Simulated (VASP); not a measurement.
# Mo (P6/mmm) in VASP: further runs

Runs on Mo. Level: PBEsol. Tasks: single point.

Everything below comes from runs of VASP 6.6.1. Logs are shortened: lines on timing, memory, paths and dates and some standing lists are left out, and cuts for length are marked.

## Step 1: The cell of the first run

It takes space group P6/mmm (No. 191, hexagonal). Conventional cell: a = 2.736 Å, b = 2.736 Å, c = 2.555 Å, α = 90.00°, β = 90.00°, γ = 120.00°. Within 3.4 Å of Mo (site symmetry 6/mmm) lie 8 Mo at 2.56 to 2.74 Å.

This isn't the form of Mo at room conditions, which is bcc.

## Step 2: Single point, PBEsol

Input file INCAR:

```
SYSTEM = Mo
PREC = Accurate
ENCUT = 500
EDIFF = 1E-6
ISMEAR = 1
SIGMA = 0.25
LREAL = .FALSE.
LASPH = .TRUE.
NELM = 120
ALGO = Normal
ISIF = 2
LWAVE = .FALSE.
LCHARG = .FALSE.
GGA = PS
NBANDS = 13
GGA_COMPAT = .FALSE.
```

Input file KPOINTS:

```
Automatic mesh
0
G
  8 8 7
  0 0 0
```

Input file POSCAR:

```
Mo
1.0
    2.7355104000      0.0000000000      0.0000000000
   -1.3677552000      2.3690214987      0.0000000000
    0.0000000000      0.0000000000      2.5551807000
Mo
1
Direct
    0.0000000000      0.0000000000      0.5000000000
```

Potentials or basis: VASP PAW PBE potentials, release 64 (Mo_sv).

Run with:

```
cat potpaw_PBE.64/Mo_sv/POTCAR > POTCAR
mpirun -np 1 vasp_std > vasp.out
```

OUTCAR:

```text
SYSTEM = Mo
   PREC = Accurate
   ENCUT = 500
   EDIFF = 1E-6
   ISMEAR = 1
   LREAL = .FALSE.
   LASPH = .TRUE.
   NELM = 120
   ISIF = 2
   GGA = PS

 ion  position               nearest neighbor table
   1  0.000  0.000  0.500-

  LATTYP: Found a hexagonal cell.
 ALAT       =     2.7355104000
 C/A-ratio  =     0.9340782254

  Lattice vectors:

 A1 = (   2.7355104000,   0.0000000000,   0.0000000000)
 A2 = (  -1.3677552000,   2.3690214987,   0.0000000000)
 A3 = (   0.0000000000,   0.0000000000,   2.5551807000)

Analysis of symmetry for initial positions (statically):
=====================================================================
 Subroutine PRICEL returns:
 Original cell was already a primitive cell.

 Routine SETGRP: Setting up the symmetry group for a
 hexagonal supercell.

 Subroutine GETGRP returns: Found 24 space group operations
 (whereof 24 operations were pure point group operations)
 out of a pool of 24 trial point group operations.

The static configuration has the point symmetry D_6h.

Analysis of symmetry for dynamics (positions and initial velocities):
=====================================================================
 Subroutine PRICEL returns:
 Original cell was already a primitive cell.

 Routine SETGRP: Setting up the symmetry group for a
 hexagonal supercell.

 Subroutine GETGRP returns: Found 24 space group operations
 (whereof 24 operations were pure point group operations)
 out of a pool of 24 trial point group operations.

The dynamic configuration has the point symmetry D_6h.

 Subroutine INISYM returns: Found 24 space group operations
 (whereof 24 operations are pure point group operations),
 and found     1 'primitive' translations

----------------------------------------------------------------------------------------

                                     Primitive cell

  volume of cell :      16.5588

  direct lattice vectors                    reciprocal lattice vectors
     2.735510400  0.000000000  0.000000000     0.365562492  0.211057603  0.000000000
    -1.367755200  2.369021499  0.000000000     0.000000000  0.422115207  0.000000000
     0.000000000  0.000000000  2.555180700     0.000000000  0.000000000  0.391361754

  length of vectors
     2.735510400  2.735510400  2.555180700     0.422115207  0.422115207  0.391361754

  position of ions in fractional coordinates (direct lattice)
     0.000000000  0.000000000  0.500000000

  ion indices of the primitive-cell ions
   primitive index   ion index
                 1           1

----------------------------------------------------------------------------------------

 KPOINTS: Automatic mesh

Automatic generation of k-mesh.
 Grid dimensions read from file:
 generate k-points for:    8    8    7

 Generating k-lattice:

  Cartesian coordinates                     Fractional coordinates (reciprocal lattice)
     0.045695312  0.026382200  0.000000000     0.125000000  0.000000000  0.000000000
     0.000000000  0.052764401  0.000000000     0.000000000  0.125000000  0.000000000
     0.000000000  0.000000000  0.055908822     0.000000000  0.000000000  0.142857143

  Length of vectors
     0.052764401  0.052764401  0.055908822

  Shift w.r.t. Gamma in fractional coordinates (k-lattice)
     0.000000000  0.000000000  0.000000000

 Subroutine IBZKPT returns following result:
 ===========================================

 Found     40 irreducible k-points:

 Following reciprocal coordinates:
            Coordinates               Weight
  0.000000  0.000000  0.000000      1.000000
  0.125000  0.000000  0.000000      6.000000
  0.250000  0.000000  0.000000      6.000000
  0.375000  0.000000  0.000000      6.000000
  0.500000  0.000000  0.000000      3.000000
  0.125000  0.125000  0.000000      6.000000
[... 16 lines left out ...]
  0.250000  0.000000  0.285714     12.000000
  0.375000  0.000000  0.285714     12.000000
 [... further k-points ...]
   k-points           NKPTS =     40   k-points in BZ     NKDIM =     40   number of bands    NBANDS=     13
   number of dos      NEDOS =    301   number of ions     NIONS =      1
   total plane-waves  NPLWV =   8000
   dimension x,y,z NGX =    20 NGY =   20 NGZ =   20
   dimension x,y,z NGXF=    40 NGYF=   40 NGZF=   40
   ions per type =               1
   NGX,Y,Z   is equivalent  to a cutoff of  12.15, 12.15, 13.01 a.u.
   NGXF,Y,Z  is equivalent  to a cutoff of  24.31, 24.31, 26.02 a.u.
 SYSTEM =  Mo
   PREC   = accura    normal or accurate (medium, high low for compatibility)
   ISTART =      0    job   : 0-new  1-cont  2-samecut
   ICHARG =      2    charge: 1-file 2-atom 10-const
   ISPIN  =      1    spin polarized calculation?
   LNONCOLLINEAR =      F non collinear calculations
   LSORBIT =      F    spin-orbit coupling
   LASPH  =      T    aspherical Exc in radial PAW
   ENCUT  =  500.0 eV  36.75 Ry    6.06 a.u.   4.99  4.99  4.66*2*pi/ulx,y,z
   NELM   =    120;   NELMIN=  2; NELMDL= -5     # of ELM steps
   EDIFF  = 0.1E-05   stopping-criterion for ELM
   LREAL  =      F    real-space projection
   EDIFFG = 0.1E-04   stopping-criterion for IOM
   NSW    =      0    number of steps for IOM
   IBRION =     -1    ionic relax: 0-MD 1-quasi-New 2-CG
   NFREE  =      0    steps in history (QN), initial steepest desc. (CG)
   ISIF   =      2    stress and relaxation
   ISYM   =      2    0-nonsym 1-usesym 2-fastsym
   POTIM  = 0.5000    time-step for ionic-motion
   TEBEG  =    0.0;   TEEND  =   0.0 temperature during run
   PSTRESS=    0.0 pullay stress
   NELECT =      14.0000    total number of electrons
   NUPDOWN=      -1.0000    fix difference up-down
   EMIN   =  10.00;   EMAX   =-10.00  energy-range for DOS
   EFERMI =   0.00;   METHOD = LEGACY
   ISMEAR =     1;   SIGMA  =   0.25  broadening in eV -4-tet -1-fermi 0-gaus
   EFERMI_NEDOS =   21; number of points for ismear=-14 and -15
   IALGO  =     38    algorithm
   IMIX   =      4    mixing-type and parameters
     AMIX     =   0.40;   BMIX     =  1.00
     AMIX_MAG =   1.60;   BMIX_MAG =  1.00
  volume/ion in A,a.u.               =      16.56       111.74
  Fermi-wavevector in a.u.,A,eV,Ry     =   1.548013  2.925320 32.604229  2.396343
  Thomas-Fermi vector in A             =   2.653024
   LORBIT       =      0    0 simple, 1 ext, 2 COOP (PROOUT), +10 PAW based schemes
   GGA     = PS    functional components
   LHFCALC =     F    Hartree Fock is set to
   AEXX    =    0.0000 exact exchange contribution
   IVDW    =     0    specifies the selected vdW correction
   LEPSILON=     F    determine dielectric tensor
   LRPA    =     F    only Hartree local field effects (RPA)
 non-spin polarized calculation
 Methfessel and Paxton  Order N= 1 SIGMA  =   0.25
  energy-cutoff  :      500.00
  volume of cell :       16.56
 maximum number of plane-waves:       431
 NGX is ok and might be reduce to    20
   NGX =  9   NGY =  9   NGZ =  9

 number of electron      14.0000002 magnetization

 Free energy of the ion-electron system (eV)
  ---------------------------------------------------
  ext. energy  EPLUGINS =         0.00000000
  ---------------------------------------------------
  free energy    TOTEN  =       -10.84363546 eV

  energy without entropy =      -10.84243156  energy(sigma->0) =      -10.84323416

 E-fermi :  11.4736     XC(G=0): -13.1185

 val. band max:       11.4453902558   @ k =   0.3750   0.1250   0.2857
 cond. band min:      11.5502849708   @ k =   0.2500   0.0000   0.4286
 fundamental gap:      0.1048947149
 Fermi energy:        11.4736417053

 k-point     1 :       0.0000    0.0000    0.0000
  band No.  band energies     occupation
      1     -49.5238      2.00000
      2     -22.8085      2.00000
      3     -22.8085      2.00000
      4     -22.7992      2.00000
      5       4.6090      2.00000
      6       7.0747      2.00000
      7      10.5428      2.00000
      8      10.5428      2.00000
      9      15.5368     -0.00000
     10      15.5368     -0.00000
     11      24.4466      0.00000
     12      27.1703      0.00000
     13      31.9236      0.00000

 k-point     2 :       0.1250    0.0000    0.0000
  band No.  band energies     occupation
      1     -49.4913      2.00000
      2     -23.0233      2.00000
      3     -22.8566      2.00000
      4     -22.7766      2.00000
      5       5.1892      2.00000
      6       7.3348      2.00000
      7      10.0124      2.00000
      8      11.1013      2.05626
      9      14.9233     -0.00000
     10      15.4322     -0.00000
     11      25.7222      0.00000
     12      28.3394      0.00000
     13      29.4675      0.00000

 k-point     3 :       0.2500    0.0000    0.0000
  band No.  band energies     occupation
      1     -49.4120      2.00000
      2     -23.5236      2.00000
      3     -22.9713      2.00000
      4     -22.7216      2.00000
      5       6.3885      2.00000
      6       7.7529      2.00000
      7       9.6916      2.00000
      8      12.6523     -0.00000
      9      13.7216     -0.00000
     10      15.1887     -0.00000
     11      25.3756      0.00000
     12      28.5288      0.00000
     13      29.1571      0.00000
[... 305 lines left out ...]
 k-point    23 :       0.2500    0.0000    0.2857
  band No.  band energies     occupation
      1     -49.2689      2.00000
      2     -23.7698      2.00000
      3     -23.3941      2.00000
      4     -22.8683      2.00000
      5       7.5264      2.00000
      6       8.9967      2.00000
      7      10.9942      2.02068
      8      12.5610     -0.00000
      9      13.1889     -0.00000
     10      13.2336     -0.00000
     11      23.8066      0.00000
     12      27.2228      0.00000
     13      31.8909      0.00000

 k-point    24 :       0.3750    0.0000    0.2857
  band No.  band energies     occupation
      1     -49.1906      2.00000
      2     -23.8568      2.00000
      3     -23.6857      2.00000
      4     -22.9771      2.00000
      5       7.3991      2.00000
      6       7.9835      2.00000
      7      12.2391     -0.00013
      8      12.2951     -0.00003
      9      14.8411     -0.00000
     10      15.0598     -0.00000
     11      22.5159      0.00000
     12      27.6881      0.00000
     13      29.1894      0.00000

 [... further k-points ...]

------------------------ aborting loop because EDIFF is reached ----------------------------------------

  FORCE on cell =-STRESS in cart. coord.  units (eV):
  Direction    XX          YY          ZZ          XY          YZ          ZX
  --------------------------------------------------------------------------------------
  -------------------------------------------------------------------------------------
  Total        0.0061579      0.0061579     -1.3294599      0.0000000     -0.0000000      0.0000000
  in kB        0.5958219      0.5958219   -128.6343152      0.0000000     -0.0000000      0.0000000
  external PRESSURE =     -42.4808904 kB  Pullay stress =       0.0000000 kB

 VOLUME and BASIS-vectors are now :
 -----------------------------------------------------------------------------
  energy-cutoff  :      500.00
  volume of cell :       16.56
      direct lattice vectors                 reciprocal lattice vectors
     2.735510400  0.000000000  0.000000000     0.365562492  0.211057603  0.000000000
    -1.367755200  2.369021499  0.000000000     0.000000000  0.422115207  0.000000000
     0.000000000  0.000000000  2.555180700     0.000000000  0.000000000  0.391361754

 POSITION                                       TOTAL-FORCE (eV/Angst)
 -----------------------------------------------------------------------------------
      0.00000      0.00000      1.27759         0.000000      0.000000      0.000000
 -----------------------------------------------------------------------------------
    total drift:                               -0.000000      0.000000     -0.000000

  FREE ENERGIE OF THE ION-ELECTRON SYSTEM (eV)
  ---------------------------------------------------
  free  energy   TOTEN  =       -10.8436354638 eV

  energy  without entropy=      -10.8424315605  energy(sigma->0) =      -10.84323416
```

It took 5 s on 1 thread of Intel Xeon Platinum 8559C (Emerald Rapids), shared host; peak memory 0.12 GiB.

What came out:

```
Free energy            : -10.8436 eV
Pressure               : -4.2 GPa
Band gap on the k mesh : zero (bands 7 and 8 overlap by 1.85 eV)
```

Stress tensor (GPa, compression positive):
```
  0.06   0.00   0.00
  0.00   0.06   0.00
  0.00   0.00 -12.86
```

Caveat: the cell stands under tension; the PAW data sets were made with another functional, which shifts forces and pressure a little.

## Step 3: Single point, PBEsol

Input file INCAR:

```
SYSTEM = Mo
PREC = Accurate
ENCUT = 500
EDIFF = 1E-6
ISMEAR = 1
SIGMA = 0.15
LREAL = .False.
LASPH = .True.
NELM = 120
ALGO = Normal
ISIF = 2
LWAVE = .False.
LCHARG = .True.
GGA = PS
LELF = .True.
LVHAR = .True.
NBANDS = 13
GGA_COMPAT = .False.
```

Input file KPOINTS:

```
regular mesh
0
Gamma
  8 8 7
  0 0 0
```

POSCAR is that of step 2.

Potentials or basis: VASP PAW PBE potentials, release 64 (Mo_sv).

Run with:

```
cat potpaw_PBE.64/Mo_sv/POTCAR > POTCAR
mpirun -np 1 vasp_std > vasp.out
```

OUTCAR:

```text
SYSTEM = Mo
   PREC = Accurate
   ENCUT = 500
   EDIFF = 1E-6
   ISMEAR = 1
   LREAL = .False.
   LASPH = .True.
   NELM = 120
   ISIF = 2
   GGA = PS

 ion  position               nearest neighbor table
   1  0.000  0.000  0.500-

  LATTYP: Found a hexagonal cell.
 ALAT       =     2.7355104000
 C/A-ratio  =     0.9340782254

  Lattice vectors:

 A1 = (   2.7355104000,   0.0000000000,   0.0000000000)
 A2 = (  -1.3677552000,   2.3690214987,   0.0000000000)
[... 564 lines left out ...]
     13      29.1885      0.00000

 [... further k-points ...]

------------------------ aborting loop because EDIFF is reached ----------------------------------------

  FORCE on cell =-STRESS in cart. coord.  units (eV):
  Direction    XX          YY          ZZ          XY          YZ          ZX
  --------------------------------------------------------------------------------------
  -------------------------------------------------------------------------------------
  Total       -0.0018372     -0.0018372     -1.3194684      0.0000000     -0.0000000      0.0000000
  in kB       -0.1777594     -0.1777594   -127.6675649      0.0000000     -0.0000000      0.0000000
  external PRESSURE =     -42.6743612 kB  Pullay stress =       0.0000000 kB

 VOLUME and BASIS-vectors are now :
 -----------------------------------------------------------------------------
  energy-cutoff  :      500.00
  volume of cell :       16.56
      direct lattice vectors                 reciprocal lattice vectors
     2.735510400  0.000000000  0.000000000     0.365562492  0.211057603  0.000000000
    -1.367755200  2.369021499  0.000000000     0.000000000  0.422115207  0.000000000
     0.000000000  0.000000000  2.555180700     0.000000000  0.000000000  0.391361754

 POSITION                                       TOTAL-FORCE (eV/Angst)
 -----------------------------------------------------------------------------------
      0.00000      0.00000      1.27759         0.000000      0.000000      0.000000
 -----------------------------------------------------------------------------------
    total drift:                                0.000000      0.000000     -0.000000

  FREE ENERGIE OF THE ION-ELECTRON SYSTEM (eV)
  ---------------------------------------------------
  free  energy   TOTEN  =       -10.8440189997 eV

  energy  without entropy=      -10.8455024470  energy(sigma->0) =      -10.84451348
```

OSZICAR:

```text
N       E                     dE             d eps       ncg     rms          rms(c)
DAV:   1     0.109269447111E+03    0.10927E+03   -0.89477E+03  1048   0.108E+03
DAV:   2    -0.100255213651E+02   -0.11929E+03   -0.11542E+03  1175   0.329E+02
DAV:   3    -0.114002284038E+02   -0.13747E+01   -0.13717E+01  1210   0.362E+01
DAV:   4    -0.114044441538E+02   -0.42157E-02   -0.42157E-02  1195   0.223E+00
DAV:   5    -0.114044775742E+02   -0.33420E-04   -0.33422E-04  1215   0.167E-01    0.141E+01
DAV:   6    -0.109134351379E+02    0.49104E+00   -0.63104E-01  1065   0.929E+00    0.425E+00
DAV:   7    -0.108479445186E+02    0.65491E-01   -0.11736E-01  1140   0.378E+00    0.723E-01
DAV:   8    -0.108439868040E+02    0.39577E-02   -0.37389E-03  1090   0.755E-01    0.111E-01
DAV:   9    -0.108440142815E+02   -0.27478E-04   -0.46403E-05  1240   0.785E-02    0.625E-02
DAV:  10    -0.108440190407E+02   -0.47591E-05   -0.74305E-06  1120   0.287E-02    0.221E-03
DAV:  11    -0.108440189997E+02    0.40916E-07   -0.29724E-07   615   0.590E-03
   1 F= -.10844019E+02 E0= -.10844513E+02  d E =0.148345E-02
```

stdout:

```text
POSCAR found type information on POSCAR Mo
 POSCAR found :  1 types and       1 ions
 scaLAPACK will be used
 -----------------------------------------------------------------------------
|                                                                             |
|                                                                             |
|     You enforced a specific xc type in the INCAR file but a different       |
|     I HOPE YOU KNOW WHAT YOU ARE DOING!                                     |
|                                                                             |
 -----------------------------------------------------------------------------

 LDA part: xc-table for (Slater+PW92), standard interpolation
 POSCAR, INCAR and KPOINTS ok, starting setup
 FFT: planning ... GRIDC
 FFT: planning ... GRID_SOFT
 FFT: planning ... GRID
 WAVECAR not read
 entering main loop
```

Run time: 4.7 s. Hardware: 1 thread of Intel Xeon Platinum 8559C (Emerald Rapids), shared host; peak memory 0.12 GiB.

What came out:

```
Free energy            : -10.8440 eV
Pressure               : -4.3 GPa
Band gap on the k mesh : zero (bands 7 and 8 overlap by 1.86 eV)
```

Stress tensor (GPa, compression positive):
```
 -0.02   0.00   0.00
  0.00  -0.02   0.00
  0.00   0.00 -12.77
```

Caveat: the cell stands under tension; the PAW data sets were made with another functional, which shifts forces and pressure a little.

[end of part 1 of 2]
